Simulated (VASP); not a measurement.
# W (I4/mmm) in VASP: notebook

The runs below take W through single point, with PBEsol.

Everything below comes from runs of VASP 6.6.1. Logs are shortened: lines on timing, memory, paths and dates and some standing lists are left out, and cuts for length are marked.

## (1) The cell of the first run

Symmetry: I4/mmm, No. 139, tetragonal system. The conventional cell has a = 2.914 Å, b = 2.914 Å, c = 3.938 Å, α = 90.00°, β = 90.00°, γ = 90.00°. W (site symmetry 4/mmm) has 12 W at 2.85 to 2.91 Å within 3.8 Å.

## (2) Single point, PBEsol (strain +0.015 along x and y, -0.030 along z)

Contents of INCAR:

```
SYSTEM = W
  ALGO = Fast
  EDIFF = 1E-6
  ENCUT = 520
  GGA = PS
  ISIF = 2
  ISMEAR = 0
  LASPH = .True.
  LCHARG = .False.
  LREAL = .False.
  LWAVE = .False.
  NBANDS = 13
  NELM = 80
  PREC = Accurate
  SIGMA = 0.15
```

Contents of KPOINTS:

```
k-points
0
Gamma
  20 20 20
  0 0 0
```

Contents of POSCAR:

```
W
1.0
    0.0000000000      2.0604500000      1.9691000000
    2.0604500000      0.0000000000      1.9691000000
    2.0604500000      2.0604500000      0.0000000000
W
1
Direct
    0.0000000000      0.0000000000      0.0000000000
```

Potentials or basis: VASP PAW PBE potentials, release 64 (W_sv).

Started as:

```console
> cat potpaw_PBE.64/W_sv/POTCAR > POTCAR
> mpirun -np 1 vasp_std > vasp.out
```

OUTCAR:

```text
SYSTEM = W
   EDIFF = 1E-6
   ENCUT = 520
   GGA = PS
   ISIF = 2
   ISMEAR = 0
   LASPH = .True.
   LREAL = .False.
   NELM = 80
   PREC = Accurate

 ion  position               nearest neighbor table
   1  0.000  0.000  0.000-

  LATTYP: Found a body centered tetragonal cell.
 ALAT       =     2.9139163346
 C/A-ratio  =     1.3515144389

  Lattice vectors:

 A1 = (   0.0000000000,  -2.0604500000,  -1.9691000000)
 A2 = (   0.0000000000,   2.0604500000,  -1.9691000000)
 A3 = (   2.0604500000,   0.0000000000,   1.9691000000)

Analysis of symmetry for initial positions (statically):
=====================================================================
 Subroutine PRICEL returns:
 Original cell was already a primitive cell.

 Routine SETGRP: Setting up the symmetry group for a
 body centered tetragonal supercell.

 Subroutine GETGRP returns: Found 16 space group operations
 (whereof 16 operations were pure point group operations)
 out of a pool of 16 trial point group operations.

The static configuration has the point symmetry D_4h.

Analysis of symmetry for dynamics (positions and initial velocities):
=====================================================================
 Subroutine PRICEL returns:
 Original cell was already a primitive cell.

 Routine SETGRP: Setting up the symmetry group for a
 body centered tetragonal supercell.

 Subroutine GETGRP returns: Found 16 space group operations
 (whereof 16 operations were pure point group operations)
 out of a pool of 16 trial point group operations.

The dynamic configuration has the point symmetry D_4h.

 Subroutine INISYM returns: Found 16 space group operations
 (whereof 16 operations are pure point group operations),
 and found     1 'primitive' translations

----------------------------------------------------------------------------------------

                                     Primitive cell

  volume of cell :      16.7194

  direct lattice vectors                    reciprocal lattice vectors
     0.000000000  2.060450000  1.969100000    -0.242665437  0.242665437  0.253923112
     2.060450000  0.000000000  1.969100000     0.242665437 -0.242665437  0.253923112
     2.060450000  2.060450000  0.000000000     0.242665437  0.242665437 -0.253923112

  length of vectors
     2.850054212  2.850054212  2.913916335     0.426907456  0.426907456  0.426907456

  position of ions in fractional coordinates (direct lattice)
     0.000000000  0.000000000  0.000000000

  ion indices of the primitive-cell ions
   primitive index   ion index
                 1           1

----------------------------------------------------------------------------------------

 KPOINTS: k-points

Automatic generation of k-mesh.
 Grid dimensions read from file:
 generate k-points for:   20   20   20

 Generating k-lattice:

  Cartesian coordinates                     Fractional coordinates (reciprocal lattice)
    -0.012133272  0.012133272  0.012696156     0.050000000 -0.000000000  0.000000000
     0.012133272 -0.012133272  0.012696156    -0.000000000  0.050000000  0.000000000
     0.012133272  0.012133272 -0.012696156     0.000000000  0.000000000  0.050000000

  Length of vectors
     0.021345373  0.021345373  0.021345373

  Shift w.r.t. Gamma in fractional coordinates (k-lattice)
     0.000000000  0.000000000  0.000000000

 Subroutine IBZKPT returns following result:
 ===========================================

 Found    641 irreducible k-points:

 Following reciprocal coordinates:
            Coordinates               Weight
  0.000000  0.000000  0.000000      1.000000
  0.050000  0.000000  0.000000      8.000000
  0.100000 -0.000000  0.000000      8.000000
  0.150000 -0.000000  0.000000      8.000000
  0.200000 -0.000000  0.000000      8.000000
  0.250000  0.000000  0.000000      8.000000
[... 16 lines left out ...]
 -0.400000  0.050000  0.000000      8.000000
 -0.350000  0.050000  0.000000      8.000000
 [... further k-points ...]
   k-points           NKPTS =    641   k-points in BZ     NKDIM =    641   number of bands    NBANDS=     13
   number of dos      NEDOS =    301   number of ions     NIONS =      1
   total plane-waves  NPLWV =  13824
   dimension x,y,z NGX =    24 NGY =   24 NGZ =   24
   dimension x,y,z NGXF=    48 NGYF=   48 NGZF=   48
   ions per type =               1
   NGX,Y,Z   is equivalent  to a cutoff of  14.00, 14.00, 13.69 a.u.
   NGXF,Y,Z  is equivalent  to a cutoff of  28.00, 28.00, 27.39 a.u.
 SYSTEM =  W
   PREC   = accura    normal or accurate (medium, high low for compatibility)
   ISTART =      0    job   : 0-new  1-cont  2-samecut
   ICHARG =      2    charge: 1-file 2-atom 10-const
   ISPIN  =      1    spin polarized calculation?
   LNONCOLLINEAR =      F non collinear calculations
   LSORBIT =      F    spin-orbit coupling
   LASPH  =      T    aspherical Exc in radial PAW
   ENCUT  =  520.0 eV  38.22 Ry    6.18 a.u.   5.30  5.30  5.42*2*pi/ulx,y,z
   NELM   =     80;   NELMIN=  2; NELMDL= -5     # of ELM steps
   EDIFF  = 0.1E-05   stopping-criterion for ELM
   LREAL  =      F    real-space projection
   EDIFFG = 0.1E-04   stopping-criterion for IOM
   NSW    =      0    number of steps for IOM
   IBRION =     -1    ionic relax: 0-MD 1-quasi-New 2-CG
   NFREE  =      0    steps in history (QN), initial steepest desc. (CG)
   ISIF   =      2    stress and relaxation
   ISYM   =      2    0-nonsym 1-usesym 2-fastsym
   POTIM  = 0.5000    time-step for ionic-motion
   TEBEG  =    0.0;   TEEND  =   0.0 temperature during run
   PSTRESS=    0.0 pullay stress
   NELECT =      14.0000    total number of electrons
   NUPDOWN=      -1.0000    fix difference up-down
   EMIN   =  10.00;   EMAX   =-10.00  energy-range for DOS
   EFERMI =   0.00;   METHOD = LEGACY
   ISMEAR =     0;   SIGMA  =   0.15  broadening in eV -4-tet -1-fermi 0-gaus
   EFERMI_NEDOS =   21; number of points for ismear=-14 and -15
   IALGO  =     68    algorithm
   IMIX   =      4    mixing-type and parameters
     AMIX     =   0.40;   BMIX     =  1.00
     AMIX_MAG =   1.60;   BMIX_MAG =  1.00
  volume/ion in A,a.u.               =      16.72       112.83
  Fermi-wavevector in a.u.,A,eV,Ry     =   1.543039  2.915921 32.395049  2.380969
  Thomas-Fermi vector in A             =   2.648758
   LORBIT       =      0    0 simple, 1 ext, 2 COOP (PROOUT), +10 PAW based schemes
   GGA     = PS    functional components
   LHFCALC =     F    Hartree Fock is set to
   AEXX    =    0.0000 exact exchange contribution
   IVDW    =     0    specifies the selected vdW correction
   LEPSILON=     F    determine dielectric tensor
   LRPA    =     F    only Hartree local field effects (RPA)
 non-spin polarized calculation
 RMM-DIIS sequential band-by-band and
 Gauss-broadening in eV      SIGMA  =   0.15
  energy-cutoff  :      520.00
  volume of cell :       16.72
 maximum number of plane-waves:       471
 NGX is ok and might be reduce to    24
   NGX = 11   NGY = 11   NGZ = 11

 number of electron      14.0000002 magnetization

 Free energy of the ion-electron system (eV)
  ---------------------------------------------------
  ext. energy  EPLUGINS =         0.00000000
  ---------------------------------------------------
  free energy    TOTEN  =       -13.31152134 eV

  energy without entropy =      -13.29853237  energy(sigma->0) =      -13.30502685

 E-fermi :  10.1231     XC(G=0): -13.4534

 val. band max:       10.1227937342   @ k =  -0.2500   0.0500   0.0000
 cond. band min:      10.1235573608   @ k =   0.4500   0.3000   0.0000
 fundamental gap:      0.0007636265
 Fermi energy:        10.1230687920

 k-point     1 :       0.0000    0.0000    0.0000
  band No.  band energies     occupation
      1     -63.6122      2.00000
      2     -27.2688      2.00000
      3     -27.2688      2.00000
      4     -27.2402      2.00000
      5       1.1586      2.00000
      6       9.3494      2.00000
      7       9.3494      2.00000
      8       9.9177      1.94720
      9      12.1234      0.00000
     10      12.9421      0.00000
     11      22.9026      0.00000
     12      27.4801      0.00000
     13      27.4801      0.00000

 k-point     2 :       0.0500    0.0000    0.0000
  band No.  band energies     occupation
      1     -63.6098      2.00000
      2     -27.2915      2.00000
      3     -27.2733      2.00000
      4     -27.2486      2.00000
      5       1.2668      2.00000
      6       9.3132      2.00000
      7       9.3994      2.00000
      8       9.9200      1.94444
      9      12.0869      0.00000
     10      12.8862      0.00000
     11      23.1208      0.00000
     12      27.2282      0.00000
     13      27.6771      0.00000

 k-point     3 :       0.1000   -0.0000    0.0000
  band No.  band energies     occupation
      1     -63.6029      2.00000
      2     -27.3698      2.00000
      3     -27.2863      2.00000
      4     -27.2599      2.00000
      5       1.5824      2.00000
      6       9.1629      2.00000
      7       9.5299      2.00000
      8       9.9843      1.80917
      9      12.0079      0.00000
     10      12.7454      0.00000
     11      23.7216      0.00000
     12      26.4117      0.00000
     13      28.2529      0.00000

 k-point     4 :       0.1500   -0.0000    0.0000
  band No.  band energies     occupation
      1     -63.5921      2.00000
      2     -27.4943      2.00000
      3     -27.3065      2.00000
      4     -27.2732      2.00000
      5       2.0765      2.00000
      6       8.9107      2.00000
      7       9.6755      1.99998
      8      10.1267      0.97247
      9      11.9787      0.00000
     10      12.5979      0.00000
     11      24.3969      0.00000
     12      25.6094      0.00000
     13      29.1671      0.00000

 k-point     5 :       0.2000   -0.0000    0.0000
  band No.  band energies     occupation
      1     -63.5784      2.00000
      2     -27.6493      2.00000
      3     -27.3317      2.00000
      4     -27.2890      2.00000
      5       2.6952      2.00000
      6       8.6633      2.00000
      7       9.7344      1.99975
      8      10.2503      0.23018
      9      12.1303      0.00000
     10      12.5655      0.00000
     11      23.9606      0.00000
     12      26.0595      0.00000
     13      30.3654      0.00000
[... 257 lines left out ...]
 k-point    22 :      -0.4500    0.0500    0.0000
  band No.  band energies     occupation
      1     -63.5140      2.00000
      2     -28.3198      2.00000
      3     -27.4488      2.00000
      4     -27.3839      2.00000
      5       4.6478      2.00000
      6       9.0733      2.00000
      7       9.4440      2.00000
      8      10.4894      0.00055
      9      14.9413      0.00000
     10      14.9971      0.00000
     11      20.1523      0.00000
     12      22.8185      0.00000
     13      28.6237      0.00000

 k-point    23 :      -0.4000    0.0500    0.0000
  band No.  band energies     occupation
      1     -63.5197      2.00000
      2     -28.2607      2.00000
      3     -27.4342      2.00000
      4     -27.3823      2.00000
      5       4.6034      2.00000
      6       9.1518      2.00000
      7       9.4575      2.00000
      8      10.0529      1.49156
      9      14.3933      0.00000
     10      14.7783      0.00000
     11      20.7585      0.00000
     12      23.3617      0.00000
     13      29.2172      0.00000

 k-point    24 :      -0.3500    0.0500    0.0000
  band No.  band energies     occupation
      1     -63.5296      2.00000
      2     -28.1587      2.00000
      3     -27.4128      2.00000
      4     -27.3750      2.00000
      5       4.4632      2.00000
      6       9.1730      2.00000
      7       9.2976      2.00000
      8       9.8224      1.99541
      9      13.6789      0.00000
     10      14.3560      0.00000
     11      21.5294      0.00000
     12      24.4146      0.00000
     13      30.1004      0.00000

 [... further k-points ...]
[... 5 lines left out ...]
  --------------------------------------------------------------------------------------
  -------------------------------------------------------------------------------------
  Total       -0.7741766     -0.7741766     -2.2271442      0.0000000      0.0000000      0.0000000
  in kB      -74.1871518    -74.1871518   -213.4209194      0.0000000      0.0000000      0.0000000
  external PRESSURE =    -120.5984077 kB  Pullay stress =       0.0000000 kB

 VOLUME and BASIS-vectors are now :
 -----------------------------------------------------------------------------
  energy-cutoff  :      520.00
  volume of cell :       16.72
      direct lattice vectors                 reciprocal lattice vectors
     0.000000000  2.060450000  1.969100000    -0.242665437  0.242665437  0.253923112
     2.060450000  0.000000000  1.969100000     0.242665437 -0.242665437  0.253923112
     2.060450000  2.060450000  0.000000000     0.242665437  0.242665437 -0.253923112

 POSITION                                       TOTAL-FORCE (eV/Angst)
 -----------------------------------------------------------------------------------
      0.00000      0.00000      0.00000        -0.000000      0.000000     -0.000000
 -----------------------------------------------------------------------------------
    total drift:                               -0.000000      0.000000     -0.000000

  FREE ENERGIE OF THE ION-ELECTRON SYSTEM (eV)
  ---------------------------------------------------
  free  energy   TOTEN  =       -13.3115213389 eV

  energy  without entropy=      -13.2985323696  energy(sigma->0) =      -13.30502685
```

Run time: 87 s. Hardware: 1 thread of Intel Xeon Platinum 8259CL at 2.50GHz (Skylake/Cascade Lake), shared host; peak memory 0.25 GiB.

Results:

```
Free energy            : -13.3115 eV
Pressure               : -12.1 GPa
Band gap on the k mesh : zero (band 7 reaches 13.64 eV, above the bottom of band 8 at 9.57 eV)
```

Caveat: the cell differs from its parent crystal (strain +0.015 along x and y, -0.030 along z); the PAW data sets were made with another functional, which shifts forces and pressure a little; spin-orbit coupling is left out, which moves the levels of the heavy elements.

## (3) Single point, PBEsol (strain +0.030 along x and y, -0.030 along z)

Contents of INCAR:

```
SYSTEM = W
ALGO = Fast ; EDIFF = 1E-7
ENCUT = 520 ; GGA = PS
ISIF = 2 ; ISMEAR = 0
LASPH = .True. ; LCHARG = .False.
LREAL = .False. ; LWAVE = .False.
NBANDS = 13 ; NELM = 100
PREC = Accurate ; SIGMA = 0.15
```

KPOINTS is that of step 2.

Contents of POSCAR:

```
W
1.0
    0.0000000000      2.0909000000      1.9691000000
    2.0909000000      0.0000000000      1.9691000000
    2.0909000000      2.0909000000      0.0000000000
W
1
Direct
    0.0000000000      0.0000000000      0.0000000000
```

Potentials or basis: VASP PAW PBE potentials, release 64 (W_sv).

Started as:

```console
> cat potpaw_PBE.64/W_sv/POTCAR > POTCAR
> mpirun -np 1 vasp_std > vasp.out
```

Run time: 1.7 min. Hardware: 1 thread of Intel Xeon Platinum 8259CL at 2.50GHz (Skylake/Cascade Lake), shared host; peak memory 0.25 GiB.

The run converged. Its results:

```
Free energy            : -13.2785 eV
Pressure               : -19.2 GPa
Band gap on the k mesh : zero (band 7 reaches 13.28 eV, above the bottom of band 8 at 9.27 eV)
```

Stress tensor (GPa, compression positive):
```
-13.85   0.00   0.00
  0.00 -13.85   0.00
  0.00   0.00 -29.97
```

Levels at points of the mesh, in eV from the Fermi level:
```tsv
k point	band 3	band 4	band 5	band 6	band 7	band 8	band 9	band 10	band 11	band 12
(0.00, 0.00, 0.00)	-37.53	-37.50	-8.85	-0.82	-0.82	-0.10	1.75	2.77	12.72	17.01
(0.50, 0.00, 0.00)	-37.70	-37.60	-5.45	-1.23	-0.37	0.44	4.34	4.88	9.51	12.24
(0.50, 0.50, 0.00)	-37.95	-37.95	-5.21	-4.42	3.51	4.54	5.32	5.32	10.64	10.64
(0.50, 0.00, 0.50)	-37.88	-37.79	-5.30	-4.24	2.35	4.50	4.86	5.65	11.16	11.55
```

Caveat: the cell differs from its parent crystal (strain +0.030 along x and y, -0.030 along z); the PAW data sets were made with another functional, which shifts forces and pressure a little; spin-orbit coupling is left out, which moves the levels of the heavy elements.

[end of part 1 of 2]
